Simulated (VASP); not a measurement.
# Pb (I4_1/amd) in VASP: single point with PBE

Aim: the single point of Pb with PBE.

All numbers are computed with VASP 6.6.1; they aren't measurements. Logs are shortened: lines on timing, memory, paths and dates and some standing lists are left out, and cuts for length are marked.

## Step 1: The cell of the first run

It takes space group I4_1/amd (No. 141, tetragonal). Conventional cell: a = 5.793 Å, b = 5.793 Å, c = 3.342 Å, α = 90.00°, β = 90.00°, γ = 90.00°. Pb (site symmetry -4m2) has 10 Pb at 3.01 to 3.83 Å within 4.0 Å.

## Step 2: Single point, PBE (Si replaced by Pb, lengths x 1.189, strained)

Contents of INCAR:

```
SYSTEM = Pb
PREC = Accurate
ENCUT = 520
EDIFF = 1E-6
ISMEAR = 0
SIGMA = 0.1
LREAL = .FALSE.
LASPH = .TRUE.
NELM = 60
ALGO = Normal
ISIF = 2
LWAVE = .FALSE.
LCHARG = .FALSE.
GGA = PE
NBANDS = 21
```

Contents of KPOINTS:

```
Automatic mesh
0
G
  14 14 14
  0 0 0
```

Contents of POSCAR:

```
Pb
1.0
   -2.8965171877      2.8965171877      1.6710561663
    2.8965171877     -2.8965171877      1.6710561663
    2.8965171877      2.8965171877     -1.6710561663
Pb
2
Direct
    0.2500000000      0.7500000000      0.5000000000
    0.5000000000      0.5000000000      0.0000000000
```

Potentials or basis: VASP PAW PBE potentials, release 64 (Pb_d).

Started as:

```sh
cat potpaw_PBE.64/Pb_d/POTCAR > POTCAR
mpirun -np 1 vasp_std > vasp.out
```

OUTCAR:

```text
SYSTEM = Pb
   PREC = Accurate
   ENCUT = 520
   EDIFF = 1E-6
   ISMEAR = 0
   LREAL = .FALSE.
   LASPH = .TRUE.
   NELM = 60
   ISIF = 2
   GGA = PE

 ion  position               nearest neighbor table
   1  0.250  0.750  0.500-   2 3.01   2 3.01   2 3.01   2 3.01   2 3.83   2 3.83   2 3.83   2 3.83

   2  0.500  0.500  0.000-   1 3.01   1 3.01   1 3.01   1 3.01   1 3.83   1 3.83   1 3.83   1 3.83

  LATTYP: Found a body centered tetragonal cell.
 ALAT       =     5.7930343754
 C/A-ratio  =     0.5769191267

  Lattice vectors:

 A1 = (  -2.8965171877,   2.8965171877,   1.6710561663)
 A2 = (   2.8965171877,  -2.8965171877,   1.6710561663)
 A3 = (   2.8965171877,   2.8965171877,  -1.6710561663)

Analysis of symmetry for initial positions (statically):
=====================================================================
 Subroutine PRICEL returns:
 Original cell was already a primitive cell.

 Routine SETGRP: Setting up the symmetry group for a
 body centered tetragonal supercell.

 Subroutine GETGRP returns: Found 16 space group operations
 (whereof  8 operations were pure point group operations)
 out of a pool of 16 trial point group operations.

The static configuration has the point symmetry D_2d.
 The point group associated with its full space group is D_4h.

Analysis of symmetry for dynamics (positions and initial velocities):
=====================================================================
 Subroutine PRICEL returns:
 Original cell was already a primitive cell.

 Routine SETGRP: Setting up the symmetry group for a
 body centered tetragonal supercell.

 Subroutine GETGRP returns: Found 16 space group operations
 (whereof  8 operations were pure point group operations)
 out of a pool of 16 trial point group operations.

The dynamic configuration has the point symmetry D_2d.
 The point group associated with its full space group is D_4h.

 Subroutine INISYM returns: Found 16 space group operations
 (whereof  8 operations are pure point group operations),
 and found     1 'primitive' translations

----------------------------------------------------------------------------------------

                                     Primitive cell

  volume of cell :      56.0794

  direct lattice vectors                    reciprocal lattice vectors
    -2.896517188  2.896517188  1.671056166     0.000000000  0.172621106  0.299211966
     2.896517188 -2.896517188  1.671056166     0.172621106  0.000000000  0.299211966
     2.896517188  2.896517188 -1.671056166     0.172621106  0.172621106  0.000000000

  length of vectors
     4.424031233  4.424031233  4.424031233     0.345435734  0.345435734  0.244123109

  position of ions in fractional coordinates (direct lattice)
     0.250000000  0.750000000  0.500000000
     0.500000000  0.500000000  0.000000000

  ion indices of the primitive-cell ions
   primitive index   ion index
                 1           1
                 2           2

----------------------------------------------------------------------------------------

 KPOINTS: Automatic mesh

Automatic generation of k-mesh.
 Grid dimensions read from file:
 generate k-points for:   14   14   14

 Generating k-lattice:

  Cartesian coordinates                     Fractional coordinates (reciprocal lattice)
     0.000000000  0.012330079  0.021372283     0.071428571  0.000000000 -0.000000000
     0.012330079  0.000000000  0.021372283     0.000000000  0.071428571 -0.000000000
     0.012330079  0.012330079  0.000000000     0.000000000  0.000000000  0.071428571

  Length of vectors
     0.024673981  0.024673981  0.017437365

  Shift w.r.t. Gamma in fractional coordinates (k-lattice)
     0.000000000  0.000000000  0.000000000

 Subroutine IBZKPT returns following result:
 ===========================================

 Found    244 irreducible k-points:

 Following reciprocal coordinates:
            Coordinates               Weight
  0.000000  0.000000  0.000000      1.000000
  0.071429  0.000000  0.000000      8.000000
  0.142857  0.000000  0.000000      8.000000
  0.214286 -0.000000  0.000000      8.000000
  0.285714 -0.000000  0.000000      8.000000
  0.357143 -0.000000  0.000000      8.000000
[... 16 lines left out ...]
  0.214286  0.142857  0.000000     16.000000
  0.285714  0.142857  0.000000     16.000000
 [... further k-points ...]
   k-points           NKPTS =    244   k-points in BZ     NKDIM =    244   number of bands    NBANDS=     21
   number of dos      NEDOS =    301   number of ions     NIONS =      2
   total plane-waves  NPLWV =  46656
   dimension x,y,z NGX =    36 NGY =   36 NGZ =   36
   dimension x,y,z NGXF=    72 NGYF=   72 NGZF=   72
   ions per type =               2
   NGX,Y,Z   is equivalent  to a cutoff of  13.53, 13.53, 13.53 a.u.
   NGXF,Y,Z  is equivalent  to a cutoff of  27.06, 27.06, 27.06 a.u.
 SYSTEM =  Pb
   PREC   = accura    normal or accurate (medium, high low for compatibility)
   ISTART =      0    job   : 0-new  1-cont  2-samecut
   ICHARG =      2    charge: 1-file 2-atom 10-const
   ISPIN  =      1    spin polarized calculation?
   LNONCOLLINEAR =      F non collinear calculations
   LSORBIT =      F    spin-orbit coupling
   LASPH  =      T    aspherical Exc in radial PAW
   ENCUT  =  520.0 eV  38.22 Ry    6.18 a.u.   8.23  8.23  8.23*2*pi/ulx,y,z
   NELM   =     60;   NELMIN=  2; NELMDL= -5     # of ELM steps
   EDIFF  = 0.1E-05   stopping-criterion for ELM
   LREAL  =      F    real-space projection
   EDIFFG = 0.1E-04   stopping-criterion for IOM
   NSW    =      0    number of steps for IOM
   IBRION =     -1    ionic relax: 0-MD 1-quasi-New 2-CG
   NFREE  =      0    steps in history (QN), initial steepest desc. (CG)
   ISIF   =      2    stress and relaxation
   ISYM   =      2    0-nonsym 1-usesym 2-fastsym
   POTIM  = 0.5000    time-step for ionic-motion
   TEBEG  =    0.0;   TEEND  =   0.0 temperature during run
   PSTRESS=    0.0 pullay stress
   NELECT =      28.0000    total number of electrons
   NUPDOWN=      -1.0000    fix difference up-down
   EMIN   =  10.00;   EMAX   =-10.00  energy-range for DOS
   EFERMI =   0.00;   METHOD = LEGACY
   ISMEAR =     0;   SIGMA  =   0.10  broadening in eV -4-tet -1-fermi 0-gaus
   EFERMI_NEDOS =   21; number of points for ismear=-14 and -15
   IALGO  =     38    algorithm
   IMIX   =      4    mixing-type and parameters
     AMIX     =   0.40;   BMIX     =  1.00
     AMIX_MAG =   1.60;   BMIX_MAG =  1.00
  volume/ion in A,a.u.               =      28.04       189.22
  Fermi-wavevector in a.u.,A,eV,Ry     =   1.298753  2.454286 22.949739  1.686758
  Thomas-Fermi vector in A             =   2.430061
   LORBIT       =      0    0 simple, 1 ext, 2 COOP (PROOUT), +10 PAW based schemes
   GGA     = PE    functional components
   LHFCALC =     F    Hartree Fock is set to
   AEXX    =    0.0000 exact exchange contribution
   IVDW    =     0    specifies the selected vdW correction
   LEPSILON=     F    determine dielectric tensor
   LRPA    =     F    only Hartree local field effects (RPA)
 non-spin polarized calculation
 Gauss-broadening in eV      SIGMA  =   0.10
  energy-cutoff  :      520.00
  volume of cell :       56.08
 maximum number of plane-waves:      1526
 NGX is ok and might be reduce to    36
   NGX = 17   NGY = 17   NGZ = 17

 number of electron      28.0000003 magnetization

 Free energy of the ion-electron system (eV)
  ---------------------------------------------------
  ext. energy  EPLUGINS =         0.00000000
  ---------------------------------------------------
  free energy    TOTEN  =        -6.53615067 eV

  energy without entropy =       -6.53194594  energy(sigma->0) =       -6.53404831

 E-fermi :   8.0229     XC(G=0): -10.5023

 val. band max:        8.0046800539   @ k =  -0.4286   0.2857   0.0714
 cond. band min:       8.0326428832   @ k =  -0.4286   0.1429   0.0714
 fundamental gap:      0.0279628292
 Fermi energy:         8.0229237722

 k-point     1 :       0.0000    0.0000    0.0000
  band No.  band energies     occupation
      1      -9.5092      2.00000
      2      -9.2764      2.00000
      3      -9.1851      2.00000
      4      -9.1005      2.00000
      5      -8.8772      2.00000
      6      -8.8772      2.00000
[... 13 lines left out ...]
     20      18.0222      0.00000
     21      18.5575      0.00000

 k-point     2 :       0.0714    0.0000    0.0000
  band No.  band energies     occupation
      1      -9.5028      2.00000
      2      -9.2674      2.00000
      3      -9.1733      2.00000
      4      -9.0837      2.00000
      5      -8.8911      2.00000
      6      -8.8871      2.00000
[... 13 lines left out ...]
     20      17.3523      0.00000
     21      17.3739      0.00000

 k-point     3 :       0.1429    0.0000    0.0000
  band No.  band energies     occupation
      1      -9.4842      2.00000
      2      -9.2422      2.00000
      3      -9.1447      2.00000
      4      -9.0467      2.00000
      5      -8.9224      2.00000
      6      -8.8903      2.00000
[... 13 lines left out ...]
     20      16.4453      0.00000
     21      16.8516      0.00000

 k-point     4 :       0.2143   -0.0000    0.0000
  band No.  band energies     occupation
      1      -9.4564      2.00000
      2      -9.2060      2.00000
      3      -9.1188      2.00000
      4      -9.0268      2.00000
      5      -8.9591      2.00000
      6      -8.8695      2.00000
[... 13 lines left out ...]
     20      15.7856      0.00000
     21      17.0884      0.00000

 k-point     5 :       0.2857   -0.0000    0.0000
  band No.  band energies     occupation
      1      -9.4246      2.00000
      2      -9.1689      2.00000
      3      -9.1098      2.00000
      4      -9.0479      2.00000
      5      -8.9891      2.00000
      6      -8.8918      2.00000
[... 13 lines left out ...]
     20      15.3513      0.00000
     21      17.7327      0.00000
[... 382 lines left out ...]
     20      18.1813      0.00000
     21      18.2781      0.00000

 k-point    22 :       0.1429    0.1429   -0.0000
  band No.  band energies     occupation
      1      -9.4464      2.00000
      2      -9.1858      2.00000
      3      -9.1048      2.00000
      4      -8.9964      2.00000
      5      -8.9548      2.00000
      6      -8.9239      2.00000
[... 13 lines left out ...]
     20      16.1157      0.00000
     21      16.3805      0.00000

 k-point    23 :       0.2143    0.1429    0.0000
  band No.  band energies     occupation
      1      -9.4223      2.00000
      2      -9.1507      2.00000
      3      -9.1270      2.00000
      4      -9.0063      2.00000
      5      -8.9832      2.00000
      6      -8.9416      2.00000
[... 13 lines left out ...]
     20      15.8754      0.00000
     21      16.9048      0.00000

 k-point    24 :       0.2857    0.1429    0.0000
  band No.  band energies     occupation
      1      -9.3991      2.00000
      2      -9.1578      2.00000
      3      -9.1100      2.00000
      4      -9.0598      2.00000
      5      -8.9716      2.00000
      6      -8.9551      2.00000
[... 13 lines left out ...]
     20      16.0102      0.00000
     21      17.7085      0.00000

 [... further k-points ...]
[... 5 lines left out ...]
  --------------------------------------------------------------------------------------
  -------------------------------------------------------------------------------------
  Total        4.1652721      4.1652721      2.1197964      0.0000000     -0.0000000      0.0000000
  in kB      119.0010238    119.0010238     60.5621774      0.0000000     -0.0000000      0.0000000
  external PRESSURE =      99.5214083 kB  Pullay stress =       0.0000000 kB

 VOLUME and BASIS-vectors are now :
 -----------------------------------------------------------------------------
  energy-cutoff  :      520.00
  volume of cell :       56.08
      direct lattice vectors                 reciprocal lattice vectors
    -2.896517188  2.896517188  1.671056166     0.000000000  0.172621106  0.299211966
     2.896517188 -2.896517188  1.671056166     0.172621106  0.000000000  0.299211966
     2.896517188  2.896517188 -1.671056166     0.172621106  0.172621106  0.000000000

 POSITION                                       TOTAL-FORCE (eV/Angst)
 -----------------------------------------------------------------------------------
      2.89652      0.00000      0.83553         0.000000     -0.000000      0.000000
      0.00000      0.00000      1.67106        -0.000000      0.000000     -0.000000
 -----------------------------------------------------------------------------------
    total drift:                                0.000000     -0.000000      0.000000

  FREE ENERGIE OF THE ION-ELECTRON SYSTEM (eV)
  ---------------------------------------------------
  free  energy   TOTEN  =        -6.5361506673 eV

  energy  without entropy=       -6.5319459448  energy(sigma->0) =       -6.53404831
```

It took 93 s on 1 thread of Intel Xeon 6975P-C (Granite Rapids), shared host; peak memory 0.36 GiB.

What came out:

```yaml
Free_energy: -6.5362 eV
Pressure: 10.0 GPa
Band_gap_on_the_k_mesh: zero (bands 14 and 15 overlap by 4.09 eV)
```

Stress tensor (GPa, compression positive):
```
11.90  0.00  0.00
 0.00 11.90  0.00
 0.00  0.00  6.06
```

Levels at points of the mesh, in eV from the Fermi level:
| k point | band 10 | band 11 | band 12 | band 13 | band 14 | band 15 | band 16 | band 17 | band 18 | band 19 |
| --- | --- | --- | --- | --- | --- | --- | --- | --- | --- | --- |
| (0.00, 0.00, 0.00) | -16.42 | -12.37 | -4.96 | -1.68 | -1.68 | 3.97 | 6.44 | 6.44 | 6.84 | 6.84 |
| (0.50, 0.00, 0.00) | -16.59 | -8.71 | -6.68 | -2.85 | -1.41 | -1.19 | 2.82 | 2.95 | 5.09 | 7.86 |
| (0.50, 0.50, 0.00) | -16.69 | -9.99 | -9.99 | 1.27 | 1.27 | 1.68 | 1.68 | 5.25 | 5.25 | 9.36 |
| (0.50, 0.50, 0.50) | -16.85 | -8.64 | -8.64 | -4.73 | -4.73 | 4.37 | 4.37 | 10.62 | 10.62 | 12.35 |

Caveat: the cell differs from its parent crystal (Si replaced by Pb, lengths x 1.189, strained); the cell stands under pressure; spin-orbit coupling is left out, which moves the levels of the heavy elements.
